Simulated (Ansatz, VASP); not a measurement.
## Two plane-wave programs on Cu

Contents of POSCAR:

```
Cu
1.0
    0.0000000000      1.7881324402      1.7881324402
    1.7881324402      0.0000000000      1.7881324402
    1.7881324402      1.7881324402      0.0000000000
Cu
1
Direct
    0.0000000000      0.0000000000      0.0000000000
```

INCAR.step1

```
SYSTEM = Cu
  PREC = Accurate
  ENCUT = 520
  ISMEAR = 0
  SIGMA = 0.1
  LREAL = .FALSE.
  LASPH = .TRUE.
  NELM = 60
  NBANDS = 12
  GGA = PE
  ALGO = Normal
  EDIFF = 1E-4
  LWAVE = .TRUE.
  LCHARG = .FALSE.
```

File INCAR.step2:

```
SYSTEM = Cu
  PREC = Accurate
  ENCUT = 520
  EDIFF = 1E-7
  ISMEAR = 0
  SIGMA = 0.1
  LREAL = .FALSE.
  LASPH = .TRUE.
  NELM = 60
  ALGO = Normal
  ISIF = 2
  LWAVE = .FALSE.
  LCHARG = .FALSE.
  METAGGA = R2SCAN
  LMIXTAU = .TRUE.
  NBANDS = 12
  ISTART = 1
```

The input KPOINTS:

```
regular mesh
0
G
  15 15 15
  0 0 0
```

Input for Ansatz:

```yaml
crystal:
  lattice:
    - [0.0, 1.7881324402, 1.7881324402]
    - [1.7881324402, 0.0, 1.7881324402]
    - [1.7881324402, 1.7881324402, 0.0]
  atoms:
    - { symbol: Cu, position: [0.0, 0.0, 0.0] }
hamiltonian:
  xc: r2scan
  pseudopotentials:
    kind: paw
    azcp:
      Cu: "pseudopotentials/Cu.paw.azcp"
basis:
  ecutwfc: 500
  fft_grid_basis: typed
kpoints:
  mp_grid: { grid: [15, 15, 15], shift: [0, 0, 0] }
magnetization:
  spin_polarized: false
scf:
  occupations: { method: gaussian, width: 0.1 }
  lower_state_search: "off"
output:
  stress: true
```

Alike in both runs: task single point; functional r2SCAN; k mesh 15 × 15 × 15; occupations gaussian, width 0.1 eV; no spin polarisation.

|  | VASP | Ansatz |
| --- | --- | --- |
| version | VASP 6.6.1 | Ansatz 0.2.0 |
| potentials or method | VASP PAW PBE potentials, release 64 (Cu), cutoff 520 eV | plane waves (500 eV) with PAW, scalar-relativistic |
| valence electrons in the cell | 11 | 19 |

Ansatz gave:

```
pressure (GPa) : -0.2
```

Question: What did VASP give for the same quantities?

Answer: Pressure (GPa): 0.4.

VASP's potentials were made for PBE, not for r2SCAN. VASP's potentials hold 11 valence electrons a cell and Ansatz's 19, so a difference there can come from the potentials and not from the codes.
